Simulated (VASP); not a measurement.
Here is a VASP 6.6.1 calculation.

The input POSCAR:

```
Cu
1.0
   -1.4245760095      1.4245760095      1.3529640948
    1.4245760095     -1.4245760095      1.3529640948
    1.4245760095      1.4245760095     -1.3529640948
Cu
1
Direct
    0.0000000000      0.0000000000      0.0000000000
```

File INCAR.step1:

```
PREC = Accurate
ENCUT = 520
ISMEAR = 0
SIGMA = 0.1
LREAL = F
LASPH = T
NELM = 60
NBANDS = 12
GGA = PE
ALGO = Normal
EDIFF = 1E-4
LWAVE = T
LCHARG = F
```

INCAR.step2

```
PREC = Accurate
ENCUT = 520
EDIFF = 1E-7
ISMEAR = 0
SIGMA = 0.1
LREAL = F
LASPH = T
NELM = 60
ALGO = Normal
ISIF = 2
LWAVE = F
LCHARG = T
METAGGA = R2SCAN
LMIXTAU = T
LELF = T
LVHAR = T
NBANDS = 12
ISTART = 1
```

File KPOINTS:

```
Automatic mesh
0
Gamma
  20 20 20
```

Potentials or basis: VASP PAW PBE potentials, release 64 (Cu).

Run with:

```sh
$ cat potpaw_PBE.64/Cu/POTCAR > POTCAR
$ cp INCAR.step1 INCAR
$ mpirun -np 1 vasp_std > vasp.out
$ cp INCAR.step2 INCAR
$ mpirun -np 1 vasp_std > vasp.out
```

Question: Estimate the pressure.

Answer: 8.6 GPa.

Caveat: the PAW data sets were made with another functional, which shifts forces and pressure a little.
